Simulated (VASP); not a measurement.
# Te (P3_121) in VASP: further runs

Te is run at these levels: r2SCAN; tasks: single point.

Everything below comes from runs of VASP 6.6.1. Logs are shortened: lines on timing, memory, paths and dates and some standing lists are left out, and cuts for length are marked.

## (1) The cell of the first run

The structure is trigonal, space group P3_121 (No. 152). The conventional cell has a = 4.471 Å, b = 4.471 Å, c = 5.837 Å, α = 90.00°, β = 90.00°, γ = 120.00°. Te (site symmetry 2) has 6 Te at 2.85 to 3.46 Å within 3.7 Å.

## (2) Single point, r2SCAN (uniaxial z strain -1.9%)

The input, POSCAR:

```
Te
1.0
    4.4712576995      0.0000000000      0.0000000000
   -2.2356288497      3.8722227546      0.0000000000
    0.0000000000      0.0000000000      5.8369106011
Te
3
Direct
    0.2682137901      0.0000000000      0.3333333333
    0.0000000000      0.2682137901      0.6666666667
    0.7317862099      0.7317862099      0.0000000000
```

The input, INCAR.step1:

```
PREC     = Accurate       # precision mode
ENCUT    = 520            # plane-wave cutoff, eV
ISMEAR   = 0              # smearing method
SIGMA    = 0.01           # smearing width, eV
LREAL    = F              # projectors in reciprocal space
LASPH    = T              # aspherical terms in the spheres
NELM     = 60             # most SCF steps
NBANDS   = 16             # bands
GGA      = PE             # functional
ALGO     = Normal         # electronic algorithm
EDIFF    = 1E-4           # SCF threshold, eV
LWAVE    = T              # write WAVECAR
LCHARG   = F              # write CHGCAR
```

The input, INCAR.step2:

```
PREC     = Accurate       # precision mode
ENCUT    = 520            # plane-wave cutoff, eV
EDIFF    = 1E-6           # SCF threshold, eV
ISMEAR   = 0              # smearing method
SIGMA    = 0.01           # smearing width, eV
LREAL    = F              # projectors in reciprocal space
LASPH    = T              # aspherical terms in the spheres
NELM     = 60             # most SCF steps
ALGO     = Normal         # electronic algorithm
ISIF     = 2              # what is computed and relaxed
LWAVE    = F              # write WAVECAR
LCHARG   = F              # write CHGCAR
METAGGA  = R2SCAN         # meta-GGA
LMIXTAU  = T            
NBANDS   = 16             # bands
ISTART   = 1
```

The input, KPOINTS:

```
Automatic mesh
0
Gamma
  6 6 4
```

Potentials or basis: VASP PAW PBE potentials, release 64 (Te).

Launch:

```
$ cat potpaw_PBE.64/Te/POTCAR > POTCAR
$ cp INCAR.step1 INCAR
$ mpirun -np 1 vasp_std > vasp.out
$ cp INCAR.step2 INCAR
$ mpirun -np 1 vasp_std > vasp.out
```

OUTCAR:

```text
PREC = Accurate
   ENCUT = 520
   EDIFF = 1E-6
   ISMEAR = 0
   LREAL = F
   LASPH = T
   NELM = 60
   ISIF = 2
   METAGGA = R2SCAN
   ISTART = 1

 ion  position               nearest neighbor table
   1  0.268  0.000  0.333-   3 2.85   2 2.85   3 3.46   3 3.46   2 3.46   2 3.46
   2  0.000  0.268  0.667-   3 2.85   1 2.85   3 3.46   3 3.46   1 3.46   1 3.46
   3  0.732  0.732  0.000-   2 2.85   1 2.85   2 3.46   1 3.46   1 3.46   2 3.46

  LATTYP: Found a hexagonal cell.
 ALAT       =     4.4712576995
 C/A-ratio  =     1.3054292536

  Lattice vectors:

 A1 = (   4.4712576995,   0.0000000000,   0.0000000000)
 A2 = (  -2.2356288497,   3.8722227546,   0.0000000000)
 A3 = (   0.0000000000,   0.0000000000,   5.8369106011)

Analysis of symmetry for initial positions (statically):
=====================================================================
 Subroutine PRICEL returns:
 Original cell was already a primitive cell.

 Routine SETGRP: Setting up the symmetry group for a
 hexagonal supercell.

 Subroutine GETGRP returns: Found  6 space group operations
 (whereof  2 operations were pure point group operations)
 out of a pool of 24 trial point group operations.

The static configuration has the point symmetry C_2 .
 The point group associated with its full space group is D_3 .

Analysis of symmetry for dynamics (positions and initial velocities):
=====================================================================
 Subroutine PRICEL returns:
 Original cell was already a primitive cell.

 Routine SETGRP: Setting up the symmetry group for a
 hexagonal supercell.

 Subroutine GETGRP returns: Found  6 space group operations
 (whereof  2 operations were pure point group operations)
 out of a pool of 24 trial point group operations.

The dynamic configuration has the point symmetry C_2 .
 The point group associated with its full space group is D_3 .

 Subroutine INISYM returns: Found  6 space group operations
 (whereof  2 operations are pure point group operations),
 and found     1 'primitive' translations

----------------------------------------------------------------------------------------

                                     Primitive cell

  volume of cell :     101.0586

  direct lattice vectors                    reciprocal lattice vectors
     4.471257699  0.000000000  0.000000000     0.223650719  0.129124803  0.000000000
    -2.235628850  3.872222755  0.000000000     0.000000000  0.258249606  0.000000000
     0.000000000  0.000000000  5.836910601     0.000000000  0.000000000  0.171323508

  length of vectors
     4.471257699  4.471257699  5.836910601     0.258249606  0.258249606  0.171323508

  position of ions in fractional coordinates (direct lattice)
     0.268213790  0.000000000  0.333333333
     0.000000000  0.268213790  0.666666667
     0.731786210  0.731786210  0.000000000

  ion indices of the primitive-cell ions
   primitive index   ion index
                 1           1
                 2           2
                 3           3

----------------------------------------------------------------------------------------

 KPOINTS: Automatic mesh

Automatic generation of k-mesh.
 Grid dimensions read from file:
 generate k-points for:    6    6    4

 Generating k-lattice:

  Cartesian coordinates                     Fractional coordinates (reciprocal lattice)
     0.037275120  0.021520800  0.000000000     0.166666667  0.000000000  0.000000000
     0.000000000  0.043041601  0.000000000     0.000000000  0.166666667  0.000000000
     0.000000000  0.000000000  0.042830877     0.000000000  0.000000000  0.250000000

  Length of vectors
     0.043041601  0.043041601  0.042830877

  Shift w.r.t. Gamma in fractional coordinates (k-lattice)
     0.000000000  0.000000000  0.000000000

 Subroutine IBZKPT returns following result:
 ===========================================

 Found     24 irreducible k-points:

 Following reciprocal coordinates:
            Coordinates               Weight
  0.000000  0.000000  0.000000      1.000000
  0.166667 -0.000000  0.000000      6.000000
  0.333333 -0.000000  0.000000      6.000000
  0.500000  0.000000  0.000000      3.000000
  0.166667  0.166667  0.000000      6.000000
  0.333333  0.166667  0.000000     12.000000
[... 16 lines left out ...]
  0.333333  0.166667  0.500000     12.000000
  0.333333  0.333333  0.500000      2.000000
   k-points           NKPTS =     24   k-points in BZ     NKDIM =     24   number of bands    NBANDS=     16
   number of dos      NEDOS =    301   number of ions     NIONS =      3
   total plane-waves  NPLWV =  62208
   dimension x,y,z NGX =    36 NGY =   36 NGZ =   48
   dimension x,y,z NGXF=    72 NGYF=   72 NGZF=   96
   ions per type =               3
   NGX,Y,Z   is equivalent  to a cutoff of  13.39, 13.39, 13.67 a.u.
   NGXF,Y,Z  is equivalent  to a cutoff of  26.77, 26.77, 27.34 a.u.
 SYSTEM =  unknown system
   PREC   = accura    normal or accurate (medium, high low for compatibility)
   ISTART =      1    job   : 0-new  1-cont  2-samecut
   ICHARG =      0    charge: 1-file 2-atom 10-const
   ISPIN  =      1    spin polarized calculation?
   LNONCOLLINEAR =      F non collinear calculations
   LSORBIT =      F    spin-orbit coupling
   LASPH  =      T    aspherical Exc in radial PAW
   ENCUT  =  520.0 eV  38.22 Ry    6.18 a.u.   8.31  8.31 10.85*2*pi/ulx,y,z
   NELM   =     60;   NELMIN=  2; NELMDL=  0     # of ELM steps
   EDIFF  = 0.1E-05   stopping-criterion for ELM
   LREAL  =      F    real-space projection
   EDIFFG = 0.1E-04   stopping-criterion for IOM
   NSW    =      0    number of steps for IOM
   IBRION =     -1    ionic relax: 0-MD 1-quasi-New 2-CG
   NFREE  =      0    steps in history (QN), initial steepest desc. (CG)
   ISIF   =      2    stress and relaxation
   ISYM   =      2    0-nonsym 1-usesym 2-fastsym
   POTIM  = 0.5000    time-step for ionic-motion
   TEBEG  =    0.0;   TEEND  =   0.0 temperature during run
   PSTRESS=    0.0 pullay stress
   NELECT =      18.0000    total number of electrons
   NUPDOWN=      -1.0000    fix difference up-down
   EMIN   =  10.00;   EMAX   =-10.00  energy-range for DOS
   EFERMI =   0.00;   METHOD = LEGACY
   ISMEAR =     0;   SIGMA  =   0.01  broadening in eV -4-tet -1-fermi 0-gaus
   EFERMI_NEDOS =   21; number of points for ismear=-14 and -15
   IALGO  =     38    algorithm
   IMIX   =      4    mixing-type and parameters
     AMIX     =   0.40;   BMIX     =  1.00
     AMIX_MAG =   1.60;   BMIX_MAG =  1.00
  volume/ion in A,a.u.               =      33.69       227.33
  Fermi-wavevector in a.u.,A,eV,Ry     =   0.921103  1.740631 11.543589  0.848430
  Thomas-Fermi vector in A             =   2.046482
   LORBIT       =      0    0 simple, 1 ext, 2 COOP (PROOUT), +10 PAW based schemes
   METAGGA = R2SCAN    functional components
   LHFCALC =     F    Hartree Fock is set to
   AEXX    =    0.0000 exact exchange contribution
   IVDW    =     0    specifies the selected vdW correction
   LEPSILON=     F    determine dielectric tensor
   LRPA    =     F    only Hartree local field effects (RPA)
 non-spin polarized calculation
 Gauss-broadening in eV      SIGMA  =   0.01
  energy-cutoff  :      520.00
  volume of cell :      101.06
 maximum number of plane-waves:      2735
 NGX is ok and might be reduce to    36
   NGX = 17   NGY = 17   NGZ = 21

 number of electron      18.0000000 magnetization

 Free energy of the ion-electron system (eV)
  ---------------------------------------------------
  ext. energy  EPLUGINS =         0.00000000
  ---------------------------------------------------
  free energy    TOTEN  =       -76.21090926 eV

  energy without entropy =      -76.21090926  energy(sigma->0) =      -76.21090926

 E-fermi :   6.0404     XC(G=0):  -9.5264

 val. band max:        5.9321019877   @ k =   0.3333   0.3333   0.5000
 cond. band min:       6.3690613659   @ k =   0.3333   0.3333   0.5000
 fundamental gap:      0.4369593782
 Fermi energy:         6.0404382924

 k-point     1 :       0.0000    0.0000    0.0000
  band No.  band energies     occupation
      1      -8.3634      2.00000
      2      -4.7462      2.00000
      3      -4.7462      2.00000
      4       2.5457      2.00000
      5       2.9775      2.00000
      6       2.9775      2.00000
[... 8 lines left out ...]
     15      12.5221      0.00000
     16      12.6042      0.00000

 k-point     2 :       0.1667   -0.0000    0.0000
  band No.  band energies     occupation
      1      -8.1691      2.00000
      2      -4.8264      2.00000
      3      -4.6938      2.00000
      4       1.5214      2.00000
      5       2.2361      2.00000
      6       2.5281      2.00000
[... 8 lines left out ...]
     15      12.4302      0.00000
     16      12.8830      0.00000

 k-point     3 :       0.3333   -0.0000    0.0000
  band No.  band energies     occupation
      1      -7.6602      2.00000
      2      -5.2011      2.00000
      3      -4.5739      2.00000
      4       0.7979      2.00000
      5       1.4814      2.00000
      6       2.0279      2.00000
[... 8 lines left out ...]
     15      13.3335      0.00000
     16      14.3365      0.00000

 k-point     4 :       0.5000    0.0000    0.0000
  band No.  band energies     occupation
      1      -7.2675      2.00000
      2      -5.5799      2.00000
      3      -4.5065      2.00000
      4       0.7954      2.00000
      5       1.2469      2.00000
      6       2.0615      2.00000
[... 8 lines left out ...]
     15      14.9670      0.00000
     16      15.2317      0.00000
[... 324 lines left out ...]
 k-point    22 :       0.1667    0.1667    0.5000
  band No.  band energies     occupation
      1      -6.9924      2.00000
      2      -6.8878      2.00000
      3      -3.5373      2.00000
      4       1.0304      2.00000
      5       1.8190      2.00000
      6       1.9541      2.00000
[... 8 lines left out ...]
     15      12.9413      0.00000
     16      13.1693      0.00000

 k-point    23 :       0.3333    0.1667    0.5000
  band No.  band energies     occupation
      1      -6.6810      2.00000
      2      -6.4408      2.00000
      3      -4.2991      2.00000
      4       0.2147      2.00000
      5       1.2036      2.00000
      6       1.3705      2.00000
[... 8 lines left out ...]
     15      13.1093      0.00000
     16      13.8974      0.00000

 k-point    24 :       0.3333    0.3333    0.5000
  band No.  band energies     occupation
      1      -6.4169      2.00000
      2      -6.4169      2.00000
      3      -4.5113      2.00000
      4       0.4208      2.00000
      5       0.6051      2.00000
      6       0.6051      2.00000
[... 8 lines left out ...]
     15      12.8265      0.00000
     16      13.3520      0.00000

------------------------ aborting loop because EDIFF is reached ----------------------------------------

  FORCE on cell =-STRESS in cart. coord.  units (eV):
  Direction    XX          YY          ZZ          XY          YZ          ZX
  --------------------------------------------------------------------------------------
  -------------------------------------------------------------------------------------
  Total        0.8991360      0.8991360      1.3899445      0.0000000      0.0000000      0.0000000
  in kB       14.2548573     14.2548573     22.0361116      0.0000000      0.0000000      0.0000000
  external PRESSURE =      16.8486087 kB  Pullay stress =       0.0000000 kB

 VOLUME and BASIS-vectors are now :
 -----------------------------------------------------------------------------
  energy-cutoff  :      520.00
  volume of cell :      101.06
      direct lattice vectors                 reciprocal lattice vectors
     4.471257699  0.000000000  0.000000000     0.223650719  0.129124803  0.000000000
    -2.235628850  3.872222755  0.000000000     0.000000000  0.258249606  0.000000000
     0.000000000  0.000000000  5.836910601     0.000000000  0.000000000  0.171323508

 POSITION                                       TOTAL-FORCE (eV/Angst)
 -----------------------------------------------------------------------------------
      1.19925      0.00000      1.94564         0.004035      0.000000     -0.000000
     -0.59963      1.03858      3.89127        -0.002017      0.003494     -0.000000
      1.63600      2.83364      0.00000        -0.002017     -0.003494      0.000000
 -----------------------------------------------------------------------------------
    total drift:                                0.000000      0.000000      0.000000

  FREE ENERGIE OF THE ION-ELECTRON SYSTEM (eV)
  ---------------------------------------------------
  free  energy   TOTEN  =       -76.2109092646 eV

  energy  without entropy=      -76.2109092646  energy(sigma->0) =      -76.21090926
```

It took 2.2 min on 1 thread of Intel Xeon Platinum 8259CL at 2.50GHz (Skylake/Cascade Lake), shared host; peak memory 0.26 GiB.

What came out:

```yaml
Free_energy: -76.2109 eV
Pressure: 1.7 GPa
Largest_force: 0.004 eV/Å
Band_gap_on_the_k_mesh: 0.44 eV, direct
```

Forces on the atoms (eV/Å):
```
Te   0.004  0.000  0.000
Te  -0.002  0.003  0.000
Te  -0.002 -0.003  0.000
```

Caveat: the cell differs from its parent crystal (uniaxial z strain -1.9%); the PAW data sets were made with another functional, which shifts forces and pressure a little; spin-orbit coupling is left out, which moves the levels of the heavy elements. A k mesh can miss the band edges.

## (3) Single point, r2SCAN (strain +5.6%)

The input, POSCAR:

```
Te
1.0
    4.7234366337      0.0000000000      0.0000000000
   -2.3617183169      4.0906161180      0.0000000000
    0.0000000000      0.0000000000      6.2842563789
Te
3
Direct
    0.2345109535      0.0000000000      0.3333333333
    0.0000000000      0.2345109535      0.6666666667
    0.7654890465      0.7654890465      0.0000000000
```

The input, INCAR.step1:

```
PREC = Accurate
ENCUT = 520
ISMEAR = -1
SIGMA = 0.02
LREAL = F
LASPH = T
NELM = 60
NBANDS = 16
GGA = PE
ALGO = Normal
EDIFF = 1E-4
LWAVE = T
LCHARG = F
```

The input, INCAR.step2:

```
PREC = Accurate
ENCUT = 520
EDIFF = 1E-6
ISMEAR = -1
SIGMA = 0.02
LREAL = F
LASPH = T
NELM = 60
ALGO = Normal
ISIF = 2
LWAVE = F
LCHARG = F
METAGGA = R2SCAN
LMIXTAU = T
NBANDS = 16
ISTART = 1
```

KPOINTS is that of step 2.

Potentials or basis: VASP PAW PBE potentials, release 64 (Te).

Launch:

```
$ cat potpaw_PBE.64/Te/POTCAR > POTCAR
$ cp INCAR.step1 INCAR
$ mpirun -np 1 vasp_std > vasp.out
$ cp INCAR.step2 INCAR
$ mpirun -np 1 vasp_std > vasp.out
```

Run time: 2 min. Hardware: 1 thread of Intel Xeon Platinum 8259CL at 2.50GHz (Skylake/Cascade Lake), shared host; peak memory 0.26 GiB.

Results (log left out):

- Free energy: -76.1312 eV
- Pressure: -2.0 GPa
- Largest force: 0.004 eV/Å
- Band gap on the k mesh: 0.25 eV, direct

Forces on the atoms (eV/Å):
```
Te  -0.004  0.000  0.000
Te   0.002 -0.003  0.000
Te   0.002  0.003  0.000
```

Stress tensor (GPa, compression positive):
```
-1.12  0.00  0.00
 0.00 -1.12  0.00
 0.00  0.00 -3.90
```

Levels at points of the mesh, in eV from the valence-band top:
| k point | band 7 | band 8 | band 9 | band 10 | band 11 | band 12 |
| --- | --- | --- | --- | --- | --- | --- |
| (0.00, 0.00, 0.00) | -1.24 | -1.24 | -0.19 | 1.36 | 1.36 | 2.32 |
| (0.50, 0.00, 0.00) | -2.60 | -1.19 | -0.74 | 1.52 | 1.94 | 3.53 |
| (0.00, 0.00, 0.50) | -1.06 | -0.81 | -0.81 | 0.95 | 1.50 | 1.50 |
| (0.50, 0.00, 0.50) | -1.50 | -1.36 | -0.14 | 0.93 | 2.16 | 2.73 |

Caveat: the cell differs from its parent crystal (strain +5.6%); the PAW data sets were made with another functional, which shifts forces and pressure a little; spin-orbit coupling is left out, which moves the levels of the heavy elements. A k mesh can miss the band edges.
